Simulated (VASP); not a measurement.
Input of a VASP 6.6.1 run:

Contents of INCAR:

```
SYSTEM = YHf2Ge3
PREC     = Accurate       ! precision mode
ENCUT    = 520            ! plane-wave cutoff, eV
EDIFF    = 1E-7           ! SCF threshold, eV
ISMEAR   = 0              ! smearing method
SIGMA    = 0.1            ! smearing width, eV
LREAL    = .FALSE.        ! projectors in reciprocal space
LASPH    = .TRUE.         ! aspherical terms in the spheres
NELM     = 60             ! most SCF steps
ALGO     = Normal         ! electronic algorithm
ISIF     = 2              ! what is computed and relaxed
LWAVE    = .FALSE.        ! write WAVECAR
LCHARG   = .FALSE.        ! write CHGCAR
GGA      = PE             ! functional
NBANDS   = 46             ! bands
```

File KPOINTS:

```
Automatic mesh
0
G
  8 8 4
  0 0 0
```

POSCAR

```
YHf2Ge3
1.0
    4.9615668333      0.0000000000      0.0000000000
    0.0000000000      4.9615668333      0.0000000000
    0.0000000000      0.0000000000     10.1912944455
Y Hf Ge
1 2 3
Direct
    0.0000000000      0.0000000000      0.0000000000
    0.5000000000      0.0000000000      0.5000000000
    0.0000000000      0.5000000000      0.5000000000
    0.0000000000      0.0000000000      0.2697965500
    0.0000000000      0.0000000000      0.7302034500
    0.0000000000      0.0000000000      0.5000000000
```

Potentials or basis: VASP PAW PBE potentials, release 64 (Y_sv, Hf_pv, Ge_d).

Run with:

```sh
$ cat potpaw_PBE.64/Y_sv/POTCAR potpaw_PBE.64/Hf_pv/POTCAR potpaw_PBE.64/Ge_d/POTCAR > POTCAR
$ mpirun -np 1 vasp_std > vasp.out
```

**Question.** Estimate the pressure.

**Answer.** -0.1 GPa.

**Question.** Predict the band gap on the k mesh.

**Answer.** Zero (an odd number of electrons rules out a gap without spin polarisation).

Stress tensor (GPa, compression positive):
```
-0.13  0.00  0.00
 0.00 -0.13  0.00
 0.00  0.00  0.00
```

Caveat: spin-orbit coupling is left out, which moves the levels of the heavy elements.
